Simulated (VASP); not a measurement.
Set up this calculation in VASP 6.6.1, as the native input.

| Quantity | Value |
| --- | --- |
| Task | single point |
| Functional | PBE |
| Potentials or basis | VASP PAW PBE potentials, release 64 (W_sv, C) |
| Cutoff | 520 eV |
| k mesh | 2 × 2 × 2 |
| Occupations | fermi-dirac, width 0.36 eV |
| Spin | no spin polarisation |
| Dipole correction | no |
| Further INCAR settings | LREAL = Auto; ALGO = Normal; EDIFF = 1e-06; NBANDS = 86 |

The structure of WC lies in POSCAR:

```
WC
1.0
   -3.0388240000     -5.2633970000      0.0000000000
    4.5582350000     -2.6316980000      0.0000000000
    0.0000000000      0.0000000000      5.9278270000
W C
8 8
Direct
    0.7385190035      0.5644573551      0.0194168959
    0.6977695797      0.5199159203      0.5229741016
    0.4731570616      0.0145102292      0.0078443585
    0.4763963253      0.0334525506      0.5161250489
    0.2237371781      0.5249395668      0.0368431805
    0.2224036344      0.5304565258      0.5203255763
   -0.0532914662      0.0414538991      0.0333005670
   -0.0637375923      0.0433090165      0.5073866022
    0.4499000510      0.7156206454      0.2284985712
    0.4611693185      0.6966539446      0.7558756354
    0.2353238448      0.2135492679      0.2469032919
    0.2889779730      0.2479365807      0.7499544099
   -0.0077906725      0.7083280080      0.3250769633
   -0.0328622556      0.6950140546      0.8032116997
    0.7020101067      0.2373912623      0.2608881804
    0.7516700610      0.2591338580      0.7968181258
```

These files were run (other wordings do the same):

INCAR

```
PREC = Accurate
ENCUT = 520
EDIFF = 1E-6
ISMEAR = -1
SIGMA = 0.36
LREAL = Auto
LASPH = True
NELM = 60
ALGO = Normal
ISIF = 2
LWAVE = False
LCHARG = False
GGA = PE
NBANDS = 86
```

KPOINTS

```
regular mesh
0
Gamma
  2 2 2
```

Potentials or basis: VASP PAW PBE potentials, release 64 (W_sv, C).

The run is started by

```bash
$ cat potpaw_PBE.64/W_sv/POTCAR potpaw_PBE.64/C/POTCAR > POTCAR
$ mpirun -np 1 vasp_std > vasp.out
```

It gave:

| Quantity | Value |
| --- | --- |
| Pressure | -19.1 GPa |
| Largest force | 3.738 eV/Å |
| Band gap on the k mesh | zero (bands 72 and 73 overlap by 0.09 eV) |

Caveat: the k points lie up to 0.60 Å⁻¹ apart; so wide a smearing shifts energies and pressures; spin-orbit coupling is left out, which moves the levels of the heavy elements; forces of over 1 eV/Å act on the atoms, so gaps and moduli don't describe the material at rest.

Run time: 5.9 min on 1 thread of Intel(R) Xeon(R) Platinum 8259CL CPU @ 2.50GHz (Skylake/Cascade Lake), with other jobs on the host, peak memory 0.33 GiB.
